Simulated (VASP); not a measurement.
# InSe (R3m) in VASP: single point with PBE

Aim: the single point of InSe with PBE.

The COD entry that gives the cell may itself be a prediction, so a difference from it is no test against experiment.

Everything below comes from runs of VASP 6.6.1. Logs are shortened: lines on timing, memory, paths and dates and some standing lists are left out, and cuts for length are marked.

**Measured values to compare with.**

From “The Interaction of Hydrogen with the van der Waals Crystal γ-InSe”, 2020, pmc:7321205, for a bulk crystal of InSe at 300 K: band gap 1.25 eV.

The runs below are set against these values where they give the same quantity.

### 1 The cell of the first run

The structure is trigonal, space group R3m (No. 160). Conventional cell: a = 4.000 Å, b = 4.000 Å, c = 24.950 Å, α = 90.00°, β = 90.00°, γ = 120.00°. Within 3.5 Å of In (site symmetry 3m) lie 3 Se at 2.64 Å and 1 In at 2.80 Å. In (site symmetry 3m) has 3 Se at 2.64 Å and 1 In at 2.80 Å within 3.5 Å. Se (site symmetry 3m) has 3 In at 2.64 Å within 3.5 Å. Within 3.5 Å of Se (site symmetry 3m) lie 3 In at 2.64 Å.

### 2 Single point, PBE

Contents of INCAR:

```
SYSTEM = InSe
PREC     = Accurate       ! precision mode
ENCUT    = 520            ! plane-wave cutoff, eV
EDIFF    = 1E-6           ! SCF threshold, eV
ISMEAR   = 0              ! smearing method
SIGMA    = 0.1            ! smearing width, eV
LREAL    = .FALSE.        ! projectors in reciprocal space
LASPH    = .TRUE.         ! aspherical terms in the spheres
NELM     = 100            ! most SCF steps
ALGO     = Normal         ! electronic algorithm
ISIF     = 2              ! what is computed and relaxed
LWAVE    = .FALSE.        ! write WAVECAR
LCHARG   = .TRUE.         ! write CHGCAR
GGA      = PE             ! functional
LELF     = .TRUE.         ! ELF
LVHAR    = .TRUE.       
NBANDS   = 27             ! bands
```

Contents of KPOINTS:

```
Automatic mesh
0
G
  6 6 6
  0 0 0
```

Contents of POSCAR:

```
InSe
1.0
    1.9999996100      1.1547003100      8.3166704200
   -1.9999996100      1.1547003100      8.3166704200
    0.0000000000     -2.3094006200      8.3166704200
In Se
2 2
Direct
    0.0000000000      0.0000000000      0.0000000000
    0.1122000000      0.1122000000      0.1122000000
    0.6154999700      0.6154999700      0.6154999700
    0.8299999800      0.8299999800      0.8299999800
```

Potentials or basis: VASP PAW PBE potentials, release 64 (In_d, Se).

Started as:

```bash
> cat potpaw_PBE.64/In_d/POTCAR potpaw_PBE.64/Se/POTCAR > POTCAR
> mpirun -np 1 vasp_std > vasp.out
```

OUTCAR:

```text
SYSTEM = InSe
   PREC = Accurate
   ENCUT = 520
   EDIFF = 1E-6
   ISMEAR = 0
   LREAL = .FALSE.
   LASPH = .TRUE.
   NELM = 100
   ISIF = 2
   GGA = PE

 ion  position               nearest neighbor table
   1  0.000  0.000  0.000-   3 2.64   3 2.64   3 2.64   2 2.80
   2  0.112  0.112  0.112-   4 2.64   4 2.64   4 2.64   1 2.80
   3  0.615  0.615  0.615-   1 2.64   1 2.64   1 2.64
   4  0.830  0.830  0.830-   2 2.64   2 2.64   2 2.64

  LATTYP: Found a trigonal (rhomboedric) cell.
 ALAT       =     8.6313578376
 COS(alpha) =     0.8926179793

  Lattice vectors:

 A1 = (   1.9999996100,   1.1547003100,   8.3166704200)
 A2 = (  -1.9999996100,   1.1547003100,   8.3166704200)
 A3 = (   0.0000000000,  -2.3094006200,   8.3166704200)

Analysis of symmetry for initial positions (statically):
=====================================================================
 Subroutine PRICEL returns:
 Original cell was already a primitive cell.

 Routine SETGRP: Setting up the symmetry group for a
 trigonal (rhombohedral) supercell.

 Subroutine GETGRP returns: Found  6 space group operations
 (whereof  6 operations were pure point group operations)
 out of a pool of 12 trial point group operations.

The static configuration has the point symmetry C_3v.

Analysis of symmetry for dynamics (positions and initial velocities):
=====================================================================
 Subroutine PRICEL returns:
 Original cell was already a primitive cell.

 Routine SETGRP: Setting up the symmetry group for a
 trigonal (rhombohedral) supercell.

 Subroutine GETGRP returns: Found  6 space group operations
 (whereof  6 operations were pure point group operations)
 out of a pool of 12 trial point group operations.

The dynamic configuration has the point symmetry C_3v.

 Subroutine INISYM returns: Found  6 space group operations
 (whereof  6 operations are pure point group operations),
 and found     1 'primitive' translations

----------------------------------------------------------------------------------------

                                     Primitive cell

  volume of cell :     115.2391

  direct lattice vectors                    reciprocal lattice vectors
     1.999999610  1.154700310  8.316670420     0.250000049  0.144337596  0.040080142
    -1.999999610  1.154700310  8.316670420    -0.250000049  0.144337596  0.040080142
     0.000000000 -2.309400620  8.316670420     0.000000000 -0.288675192  0.040080142

  length of vectors
     8.631357838  8.631357838  8.631357836     0.291444306  0.291444306  0.291444307

  position of ions in fractional coordinates (direct lattice)
     0.000000000  0.000000000  0.000000000
     0.112200000  0.112200000  0.112200000
     0.615499970  0.615499970  0.615499970
     0.829999980  0.829999980  0.829999980

  ion indices of the primitive-cell ions
   primitive index   ion index
                 1           1
                 2           2
                 3           3
                 4           4

----------------------------------------------------------------------------------------

 KPOINTS: Automatic mesh

Automatic generation of k-mesh.
 Grid dimensions read from file:
 generate k-points for:    6    6    6

 Generating k-lattice:

  Cartesian coordinates                     Fractional coordinates (reciprocal lattice)
     0.041666675  0.024056266  0.006680024     0.166666667  0.000000000  0.000000000
    -0.041666675  0.024056266  0.006680024     0.000000000  0.166666667  0.000000000
     0.000000000 -0.048112532  0.006680024     0.000000000  0.000000000  0.166666667

  Length of vectors
     0.048574051  0.048574051  0.048574051

  Shift w.r.t. Gamma in fractional coordinates (k-lattice)
     0.000000000  0.000000000  0.000000000

 Subroutine IBZKPT returns following result:
 ===========================================

 Found     32 irreducible k-points:

 Following reciprocal coordinates:
            Coordinates               Weight
  0.000000  0.000000  0.000000      1.000000
  0.166667  0.000000  0.000000      6.000000
  0.333333 -0.000000  0.000000      6.000000
  0.500000 -0.000000  0.000000      3.000000
  0.166667  0.166667  0.000000      6.000000
  0.333333  0.166667  0.000000     12.000000
[... 16 lines left out ...]
  0.500000  0.500000  0.166667      6.000000
 -0.333333  0.500000  0.166667     12.000000
 [... further k-points ...]
   k-points           NKPTS =     32   k-points in BZ     NKDIM =     32   number of bands    NBANDS=     27
   number of dos      NEDOS =    301   number of ions     NIONS =      4
   total plane-waves  NPLWV = 262144
   dimension x,y,z NGX =    64 NGY =   64 NGZ =   64
   dimension x,y,z NGXF=   128 NGYF=  128 NGZF=  128
   ions per type =               2   2
   NGX,Y,Z   is equivalent  to a cutoff of  12.33, 12.33, 12.33 a.u.
   NGXF,Y,Z  is equivalent  to a cutoff of  24.65, 24.65, 24.65 a.u.
 SYSTEM =  InSe
   PREC   = accura    normal or accurate (medium, high low for compatibility)
   ISTART =      0    job   : 0-new  1-cont  2-samecut
   ICHARG =      2    charge: 1-file 2-atom 10-const
   ISPIN  =      1    spin polarized calculation?
   LNONCOLLINEAR =      F non collinear calculations
   LSORBIT =      F    spin-orbit coupling
   LASPH  =      T    aspherical Exc in radial PAW
   ENCUT  =  520.0 eV  38.22 Ry    6.18 a.u.  16.05 16.05 16.05*2*pi/ulx,y,z
   NELM   =    100;   NELMIN=  2; NELMDL= -5     # of ELM steps
   EDIFF  = 0.1E-05   stopping-criterion for ELM
   LREAL  =      F    real-space projection
   EDIFFG = 0.1E-04   stopping-criterion for IOM
   NSW    =      0    number of steps for IOM
   IBRION =     -1    ionic relax: 0-MD 1-quasi-New 2-CG
   NFREE  =      0    steps in history (QN), initial steepest desc. (CG)
   ISIF   =      2    stress and relaxation
   ISYM   =      2    0-nonsym 1-usesym 2-fastsym
   POTIM  = 0.5000    time-step for ionic-motion
   TEBEG  =    0.0;   TEEND  =   0.0 temperature during run
   PSTRESS=    0.0 pullay stress
   NELECT =      38.0000    total number of electrons
   NUPDOWN=      -1.0000    fix difference up-down
   EMIN   =  10.00;   EMAX   =-10.00  energy-range for DOS
   EFERMI =   0.00;   METHOD = LEGACY
   ISMEAR =     0;   SIGMA  =   0.10  broadening in eV -4-tet -1-fermi 0-gaus
   EFERMI_NEDOS =   21; number of points for ismear=-14 and -15
   IALGO  =     38    algorithm
   IMIX   =      4    mixing-type and parameters
     AMIX     =   0.40;   BMIX     =  1.00
     AMIX_MAG =   1.60;   BMIX_MAG =  1.00
  volume/ion in A,a.u.               =      28.81       194.42
  Fermi-wavevector in a.u.,A,eV,Ry     =   1.131018  2.137313 17.404585  1.279201
  Thomas-Fermi vector in A             =   2.267716
   LORBIT       =      0    0 simple, 1 ext, 2 COOP (PROOUT), +10 PAW based schemes
   GGA     = PE    functional components
   LHFCALC =     F    Hartree Fock is set to
   AEXX    =    0.0000 exact exchange contribution
   IVDW    =     0    specifies the selected vdW correction
   LEPSILON=     F    determine dielectric tensor
   LRPA    =     F    only Hartree local field effects (RPA)
 non-spin polarized calculation
 Gauss-broadening in eV      SIGMA  =   0.10
  energy-cutoff  :      520.00
  volume of cell :      115.24
 maximum number of plane-waves:      3139
   NGX = 33   NGY = 33   NGZ = 33

 number of electron      37.9999996 magnetization

 Free energy of the ion-electron system (eV)
  ---------------------------------------------------
  ext. energy  EPLUGINS =         0.00000000
  ---------------------------------------------------
  free energy    TOTEN  =       -14.11797980 eV

  energy without entropy =      -14.11796561  energy(sigma->0) =      -14.11797271

 E-fermi :   4.4786     XC(G=0):  -8.9860

 val. band max:        4.2887183615   @ k =   0.5000   0.5000   0.5000
 cond. band min:       4.6684910990   @ k =   0.5000   0.5000   0.5000
 fundamental gap:      0.3797727375
 Fermi energy:         4.4786047095

 k-point     1 :       0.0000    0.0000    0.0000
  band No.  band energies     occupation
      1     -10.5596      2.00000
      2     -10.3791      2.00000
      3     -10.3791      2.00000
      4     -10.3000      2.00000
      5     -10.3000      2.00000
      6     -10.2836      2.00000
[... 19 lines left out ...]
     26       9.7258      0.00000
     27      11.8619      0.00000

 k-point     2 :       0.1667    0.0000    0.0000
  band No.  band energies     occupation
      1     -10.5705      2.00000
      2     -10.4656      2.00000
      3     -10.4026      2.00000
      4     -10.3745      2.00000
      5     -10.2907      2.00000
      6     -10.2807      2.00000
[... 19 lines left out ...]
     26      10.2872      0.00000
     27      11.1322      0.00000

 k-point     3 :       0.3333   -0.0000    0.0000
  band No.  band energies     occupation
      1     -10.6633      2.00000
      2     -10.5476      2.00000
      3     -10.4982      2.00000
      4     -10.3726      2.00000
      5     -10.3050      2.00000
      6     -10.2425      2.00000
[... 19 lines left out ...]
     26      10.9281      0.00000
     27      11.4819      0.00000

 k-point     4 :       0.5000   -0.0000    0.0000
  band No.  band energies     occupation
      1     -10.7138      2.00000
      2     -10.6050      2.00000
      3     -10.4944      2.00000
      4     -10.3738      2.00000
      5     -10.3120      2.00000
      6     -10.2240      2.00000
[... 19 lines left out ...]
     26      10.6857      0.00000
     27      11.1775      0.00000
[... 516 lines left out ...]
      4     -10.3854      2.00000
      5     -10.2984      2.00000
      6     -10.2360      2.00000
[... 19 lines left out ...]
     26      11.3969      0.00000
     27      11.9909      0.00000

 k-point    23 :       0.5000    0.5000    0.1667
  band No.  band energies     occupation
      1     -10.6521      2.00000
      2     -10.5617      2.00000
      3     -10.4956      2.00000
      4     -10.3732      2.00000
      5     -10.3049      2.00000
      6     -10.2423      2.00000
[... 19 lines left out ...]
     26      11.2371      0.00000
     27      11.6132      0.00000

 k-point    24 :      -0.3333    0.5000    0.1667
  band No.  band energies     occupation
      1     -10.6926      2.00000
      2     -10.6073      2.00000
      3     -10.4936      2.00000
      4     -10.3856      2.00000
      5     -10.2984      2.00000
      6     -10.2360      2.00000
[... 19 lines left out ...]
     26      11.4261      0.00000
     27      11.8744      0.00000

 [... further k-points ...]

------------------------ aborting loop because EDIFF is reached ----------------------------------------

  FORCE on cell =-STRESS in cart. coord.  units (eV):
  Direction    XX          YY          ZZ          XY          YZ          ZX
  --------------------------------------------------------------------------------------
  -------------------------------------------------------------------------------------
  Total        2.3021230      2.3021230      1.7777129      0.0000000      0.0000000      0.0000000
  in kB       32.0065726     32.0065724     24.7156627      0.0000000      0.0000000      0.0000000
  external PRESSURE =      29.5762693 kB  Pullay stress =       0.0000000 kB

 VOLUME and BASIS-vectors are now :
 -----------------------------------------------------------------------------
  energy-cutoff  :      520.00
  volume of cell :      115.24
      direct lattice vectors                 reciprocal lattice vectors
     1.999999610  1.154700310  8.316670420     0.250000049  0.144337596  0.040080142
    -1.999999610  1.154700310  8.316670420    -0.250000049  0.144337596  0.040080142
     0.000000000 -2.309400620  8.316670420     0.000000000 -0.288675192  0.040080142

 POSITION                                       TOTAL-FORCE (eV/Angst)
 -----------------------------------------------------------------------------------
      0.00000      0.00000      0.00000         0.000000      0.000000      0.231397
      0.00000      0.00000      2.79939         0.000000      0.000000     -0.227509
      0.00000      0.00000     15.35673         0.000000     -0.000000     -0.180913
      0.00000      0.00000     20.70851         0.000000      0.000000      0.177025
 -----------------------------------------------------------------------------------
    total drift:                               -0.000000      0.000000     -0.000278

  FREE ENERGIE OF THE ION-ELECTRON SYSTEM (eV)
  ---------------------------------------------------
  free  energy   TOTEN  =       -14.1179798026 eV

  energy  without entropy=      -14.1179656096  energy(sigma->0) =      -14.11797271
```

Run time: 5.7 min. Hardware: 1 thread of Intel Xeon Platinum 8259CL at 2.50GHz (Skylake/Cascade Lake), shared host; peak memory 0.56 GiB.

What came out:

```yaml
Free_energy: -14.1180 eV
Pressure: 3.0 GPa
Largest_force: 0.231 eV/Å
Band_gap_on_the_k_mesh: 0.38 eV, direct
```

Forces on the atoms (eV/Å):
```
In   0.000  0.000  0.231
In   0.000  0.000 -0.228
Se   0.000  0.000 -0.181
Se   0.000  0.000  0.177
```

Stress tensor (GPa, compression positive):
```
3.20 0.00 0.00
0.00 3.20 0.00
0.00 0.00 2.47
```

Caveat: spin-orbit coupling is left out, which moves the levels of the heavy elements.

### 3 How close it comes

Step 2. Against the measured gap of InSe, 1.25 eV (300 K; “The Interaction of Hydrogen with the van der Waals Crystal γ-InSe”, 2020, pmc:7321205), the calculated 0.38 eV is off by -0.87 eV. Spin-orbit coupling on In, Se is left out. The value is that of PBE on a finite k mesh, which can miss the band edges, without temperature or zero-point motion. Semilocal functionals fall short of measured gaps as a rule.
